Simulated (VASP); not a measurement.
# Ta (P6_322) in VASP: single point with PBEsol

Aim: the single point of Ta with PBEsol.

All numbers are computed with VASP 6.6.1; they aren't measurements. Logs are shortened: lines on timing, memory, paths and dates and some standing lists are left out, and cuts for length are marked.

## Step 1: The cell of the first run

Symmetry: P6_322, No. 182, hexagonal system. Conventional cell: a = 4.983 Å, b = 4.983 Å, c = 8.203 Å, α = 90.00°, β = 90.00°, γ = 120.00°. Ta (site symmetry 2) has 8 Ta at 2.66 to 2.93 Å within 3.5 Å. Within 3.5 Å of Ta (site symmetry 32) lie 6 Ta at 2.66 Å.

## Step 2: Single point, PBEsol

INCAR

```
SYSTEM = Ta
ALGO = Normal
EDIFF = 1E-6
ENCUT = 520
GGA = PS
ISIF = 2
ISMEAR = -1
LASPH = .TRUE.
LCHARG = .TRUE.
LELF = .TRUE.
LREAL = .FALSE.
LVHAR = .TRUE.
LWAVE = .FALSE.
NBANDS = 54
NELM = 60
PREC = Accurate
SIGMA = 0.15
```

KPOINTS

```
k-points
0
G
  6 6 3
  0 0 0
```

POSCAR

```
Ta
1.0
    4.9834900000      0.0000000000      0.0000000000
   -2.4917400000      4.3158300000      0.0000000000
    0.0000000000      0.0000000000      8.2027500000
Ta
8
Direct
    0.0000000000      0.3208200000      0.0000000000
    0.3208200000      0.0000000000      0.0000000000
    0.6791800000      0.6791800000      0.0000000000
    0.0000000000      0.6791800000      0.5000000000
    0.6791800000      0.0000000000      0.5000000000
    0.3208200000      0.3208200000      0.5000000000
    0.6666666667      0.3333333333      0.7500000000
    0.3333333333      0.6666666667      0.2500000000
```

Potentials or basis: VASP PAW PBE potentials, release 64 (Ta_pv).

Run with:

```console
$ cat potpaw_PBE.64/Ta_pv/POTCAR > POTCAR
$ mpirun -np 1 vasp_std > vasp.out
```

OUTCAR:

```text
SYSTEM = Ta
   EDIFF = 1E-6
   ENCUT = 520
   GGA = PS
   ISIF = 2
   ISMEAR = -1
   LASPH = .TRUE.
   LREAL = .FALSE.
   NELM = 60
   PREC = Accurate

 ion  position               nearest neighbor table
   1  0.000  0.321  0.000-   7 2.66   8 2.66   2 2.77   3 2.77   3 2.93   2 2.93   2 2.93   3 2.93

   2  0.321  0.000  0.000-   8 2.66   7 2.66   1 2.77   3 2.77   3 2.93   1 2.93   3 2.93   1 2.93

   3  0.679  0.679  0.000-   7 2.66   8 2.66   1 2.77   2 2.77   1 2.93   2 2.93   2 2.93   1 2.93

   4  0.000  0.679  0.500-   8 2.66   7 2.66   5 2.77   6 2.77   6 2.93   5 2.93   5 2.93   6 2.93

   5  0.679  0.000  0.500-   7 2.66   8 2.66   4 2.77   6 2.77   6 2.93   4 2.93   6 2.93   4 2.93

   6  0.321  0.321  0.500-   8 2.66   7 2.66   4 2.77   5 2.77   4 2.93   5 2.93   5 2.93   4 2.93

   7  0.667  0.333  0.750-   5 2.66   3 2.66   1 2.66   6 2.66   4 2.66   2 2.66
   8  0.333  0.667  0.250-   2 2.66   6 2.66   4 2.66   3 2.66   1 2.66   5 2.66

  LATTYP: Found a hexagonal cell.
 ALAT       =     4.9834900000
 C/A-ratio  =     1.6459850426

  Lattice vectors:

 A1 = (   4.9834900000,   0.0000000000,   0.0000000000)
 A2 = (  -2.4917400000,   4.3158300000,   0.0000000000)
 A3 = (   0.0000000000,   0.0000000000,   8.2027500000)

Analysis of symmetry for initial positions (statically):
=====================================================================
 Subroutine PRICEL returns:
 Original cell was already a primitive cell.

 Routine SETGRP: Setting up the symmetry group for a
 hexagonal supercell.

 Subroutine GETGRP returns: Found 12 space group operations
 (whereof  6 operations were pure point group operations)
 out of a pool of 24 trial point group operations.

The static configuration has the point symmetry D_3 .
 The point group associated with its full space group is D_6 .

Analysis of symmetry for dynamics (positions and initial velocities):
=====================================================================
 Subroutine PRICEL returns:
 Original cell was already a primitive cell.

 Routine SETGRP: Setting up the symmetry group for a
 hexagonal supercell.

 Subroutine GETGRP returns: Found 12 space group operations
 (whereof  6 operations were pure point group operations)
 out of a pool of 24 trial point group operations.

The dynamic configuration has the point symmetry D_3 .
 The point group associated with its full space group is D_6 .

 Subroutine INISYM returns: Found 12 space group operations
 (whereof  6 operations are pure point group operations),
 and found     1 'primitive' translations

----------------------------------------------------------------------------------------

                                     Primitive cell

  volume of cell :     176.4239

  direct lattice vectors                    reciprocal lattice vectors
     4.983490000  0.000000000  0.000000000     0.200662588  0.115852338  0.000000000
    -2.491740000  4.315830000  0.000000000     0.000000000  0.231705141  0.000000000
     0.000000000  0.000000000  8.202750000     0.000000000  0.000000000  0.121910335

  length of vectors
     4.983490000  4.983488418  8.202750000     0.231705068  0.231705141  0.121910335

  position of ions in fractional coordinates (direct lattice)
     0.000000000  0.320820000  0.000000000
     0.320820000  0.000000000  0.000000000
     0.679180000  0.679180000  0.000000000
     0.000000000  0.679180000  0.500000000
     0.679180000  0.000000000  0.500000000
     0.320820000  0.320820000  0.500000000
     0.666666667  0.333333333  0.750000000
     0.333333333  0.666666667  0.250000000

  ion indices of the primitive-cell ions
   primitive index   ion index
                 1           1
                 2           2
                 3           3
                 4           4
                 5           5
                 6           6
                 7           7
                 8           8

----------------------------------------------------------------------------------------

 KPOINTS: k-points

Automatic generation of k-mesh.
 Grid dimensions read from file:
 generate k-points for:    6    6    3

 Generating k-lattice:

  Cartesian coordinates                     Fractional coordinates (reciprocal lattice)
     0.033443765  0.019308723  0.000000000     0.166666667  0.000000000  0.000000000
     0.000000000  0.038617524  0.000000000     0.000000000  0.166666667  0.000000000
     0.000000000  0.000000000  0.040636778     0.000000000  0.000000000  0.333333333

  Length of vectors
     0.038617511  0.038617524  0.040636778

  Shift w.r.t. Gamma in fractional coordinates (k-lattice)
     0.000000000  0.000000000  0.000000000

 Subroutine IBZKPT returns following result:
 ===========================================

 Found     14 irreducible k-points:

 Following reciprocal coordinates:
            Coordinates               Weight
  0.000000  0.000000  0.000000      1.000000
  0.166667  0.000000  0.000000      6.000000
  0.333333  0.000000  0.000000      6.000000
  0.500000  0.000000  0.000000      3.000000
  0.166667  0.166667  0.000000      6.000000
  0.333333  0.166667  0.000000     12.000000
  0.333333  0.333333  0.000000      2.000000
  0.000000  0.000000  0.333333      2.000000
  0.166667  0.000000  0.333333     12.000000
  0.333333  0.000000  0.333333     12.000000
  0.500000  0.000000  0.333333      6.000000
  0.166667  0.166667  0.333333     12.000000
  0.333333  0.166667  0.333333     24.000000
  0.333333  0.333333  0.333333      4.000000
   k-points           NKPTS =     14   k-points in BZ     NKDIM =     14   number of bands    NBANDS=     54
   number of dos      NEDOS =    301   number of ions     NIONS =      8
   total plane-waves  NPLWV = 102400
   dimension x,y,z NGX =    40 NGY =   40 NGZ =   64
   dimension x,y,z NGXF=    80 NGYF=   80 NGZF=  128
   ions per type =               8
   NGX,Y,Z   is equivalent  to a cutoff of  13.34, 13.34, 12.97 a.u.
   NGXF,Y,Z  is equivalent  to a cutoff of  26.69, 26.69, 25.94 a.u.
 SYSTEM =  Ta
   PREC   = accura    normal or accurate (medium, high low for compatibility)
   ISTART =      0    job   : 0-new  1-cont  2-samecut
   ICHARG =      2    charge: 1-file 2-atom 10-const
   ISPIN  =      1    spin polarized calculation?
   LNONCOLLINEAR =      F non collinear calculations
   LSORBIT =      F    spin-orbit coupling
   LASPH  =      T    aspherical Exc in radial PAW
   ENCUT  =  520.0 eV  38.22 Ry    6.18 a.u.   9.27  9.27 15.25*2*pi/ulx,y,z
   NELM   =     60;   NELMIN=  2; NELMDL= -5     # of ELM steps
   EDIFF  = 0.1E-05   stopping-criterion for ELM
   LREAL  =      F    real-space projection
   EDIFFG = 0.1E-04   stopping-criterion for IOM
   NSW    =      0    number of steps for IOM
   IBRION =     -1    ionic relax: 0-MD 1-quasi-New 2-CG
   NFREE  =      0    steps in history (QN), initial steepest desc. (CG)
   ISIF   =      2    stress and relaxation
   ISYM   =      2    0-nonsym 1-usesym 2-fastsym
   POTIM  = 0.5000    time-step for ionic-motion
   TEBEG  =    0.0;   TEEND  =   0.0 temperature during run
   PSTRESS=    0.0 pullay stress
   NELECT =      88.0000    total number of electrons
   NUPDOWN=      -1.0000    fix difference up-down
   EMIN   =  10.00;   EMAX   =-10.00  energy-range for DOS
   EFERMI =   0.00;   METHOD = LEGACY
   ISMEAR =    -1;   SIGMA  =   0.15  broadening in eV -4-tet -1-fermi 0-gaus
   EFERMI_NEDOS =   21; number of points for ismear=-14 and -15
   IALGO  =     38    algorithm
   IMIX   =      4    mixing-type and parameters
     AMIX     =   0.40;   BMIX     =  1.00
     AMIX_MAG =   1.60;   BMIX_MAG =  1.00
  volume/ion in A,a.u.               =      22.05       148.82
  Fermi-wavevector in a.u.,A,eV,Ry     =   1.298325  2.453478 22.934613  1.685647
  Thomas-Fermi vector in A             =   2.429660
   LORBIT       =      0    0 simple, 1 ext, 2 COOP (PROOUT), +10 PAW based schemes
   GGA     = PS    functional components
   LHFCALC =     F    Hartree Fock is set to
   AEXX    =    0.0000 exact exchange contribution
   IVDW    =     0    specifies the selected vdW correction
   LEPSILON=     F    determine dielectric tensor
   LRPA    =     F    only Hartree local field effects (RPA)
 non-spin polarized calculation
  energy-cutoff  :      520.00
  volume of cell :      176.42
 maximum number of plane-waves:      4770
 NGX is ok and might be reduce to    40
   NGX = 19   NGY = 19   NGZ = 31

 number of electron      88.0000010 magnetization

 Free energy of the ion-electron system (eV)
  ---------------------------------------------------
  ext. energy  EPLUGINS =         0.00000000
  ---------------------------------------------------
  free energy    TOTEN  =       -89.52637740 eV

  energy without entropy =      -88.83106990  energy(sigma->0) =      -89.17872365

 E-fermi :   3.9050     XC(G=0): -11.4307

 val. band max:        3.8883364314   @ k =   0.0000   0.0000   0.3333
 cond. band min:       3.9144605196   @ k =   0.1667   0.1667   0.0000
 fundamental gap:      0.0261240882
 Fermi energy:         3.9049727639

 k-point     1 :       0.0000    0.0000    0.0000
  band No.  band energies     occupation
      1     -30.9934      2.00000
      2     -30.6597      2.00000
      3     -30.5061      2.00000
      4     -30.5061      2.00000
      5     -30.4932      2.00000
      6     -30.4932      2.00000
[... 46 lines left out ...]
     53       4.7191      0.00875
     54       6.5922      0.00000

 k-point     2 :       0.1667    0.0000    0.0000
  band No.  band energies     occupation
      1     -30.9960      2.00000
      2     -30.7484      2.00000
      3     -30.6019      2.00000
      4     -30.5475      2.00000
      5     -30.5186      2.00000
      6     -30.4714      2.00000
[... 46 lines left out ...]
     53       5.2068      0.00034
     54       5.9665      0.00000
[... 625 lines left out ...]
     53       6.1159      0.00000
     54       6.3544      0.00000

 k-point    14 :       0.3333    0.3333    0.3333
  band No.  band energies     occupation
      1     -30.8591      2.00000
      2     -30.8141      2.00000
      3     -30.5850      2.00000
      4     -30.5628      2.00000
      5     -30.4841      2.00000
      6     -30.4820      2.00000
[... 46 lines left out ...]
     53       6.5445      0.00000
     54       6.5503      0.00000

------------------------ aborting loop because EDIFF is reached ----------------------------------------

  FORCE on cell =-STRESS in cart. coord.  units (eV):
  Direction    XX          YY          ZZ          XY          YZ          ZX
  --------------------------------------------------------------------------------------
  -------------------------------------------------------------------------------------
  Total        1.8111066      1.8111075      2.9630784      0.0000021     -0.0000000      0.0000000
  in kB       16.4473980     16.4474060     26.9089240      0.0000191     -0.0000000      0.0000000
  external PRESSURE =      19.9345760 kB  Pullay stress =       0.0000000 kB

 VOLUME and BASIS-vectors are now :
 -----------------------------------------------------------------------------
  energy-cutoff  :      520.00
  volume of cell :      176.42
      direct lattice vectors                 reciprocal lattice vectors
     4.983490000  0.000000000  0.000000000     0.200662588  0.115852338  0.000000000
    -2.491740000  4.315830000  0.000000000     0.000000000  0.231705141  0.000000000
     0.000000000  0.000000000  8.202750000     0.000000000  0.000000000  0.121910335

 POSITION                                       TOTAL-FORCE (eV/Angst)
 -----------------------------------------------------------------------------------
     -0.79940      1.38460      0.00000        -0.025379      0.043957     -0.000000
      1.59880      0.00000      0.00000         0.050757      0.000000      0.000000
      1.69235      2.93123      0.00000        -0.025379     -0.043957     -0.000000
     -1.69234      2.93123      4.10137         0.025379     -0.043957      0.000000
      3.38469      0.00000      4.10137        -0.050757      0.000000     -0.000000
      0.79940      1.38460      4.10137         0.025379      0.043957     -0.000000
      2.49175      1.43861      6.15206        -0.000000      0.000000     -0.000000
      0.00000      2.87722      2.05069         0.000000      0.000000     -0.000000
 -----------------------------------------------------------------------------------
    total drift:                                0.000000     -0.000000      0.000000

  FREE ENERGIE OF THE ION-ELECTRON SYSTEM (eV)
  ---------------------------------------------------
  free  energy   TOTEN  =       -89.5263773986 eV

  energy  without entropy=      -88.8310698994  energy(sigma->0) =      -89.17872365
```

Wall time 4.3 min (1 thread of AMD EPYC 7R43 (Zen 3), shared host); peak memory 0.3 GiB.

Results:

```
Free energy            : -89.5264 eV
Pressure               : 2.0 GPa
Largest force          : 0.051 eV/Å
Band gap on the k mesh : zero (bands 44 and 45 overlap by 0.45 eV)
```

Forces on the atoms (eV/Å):
```
Ta  -0.025  0.044  0.000
Ta   0.051  0.000  0.000
Ta  -0.025 -0.044  0.000
Ta   0.025 -0.044  0.000
Ta  -0.051  0.000  0.000
Ta   0.025  0.044  0.000
Ta   0.000  0.000  0.000
Ta   0.000  0.000  0.000
```

Stress tensor (GPa, compression positive):
```
1.64 0.00 0.00
0.00 1.64 0.00
0.00 0.00 2.69
```

Caveat: the PAW data sets were made with another functional, which shifts forces and pressure a little; spin-orbit coupling is left out, which moves the levels of the heavy elements.

The gap in the log of VASP goes by the Fermi energy; the results here count the filled bands.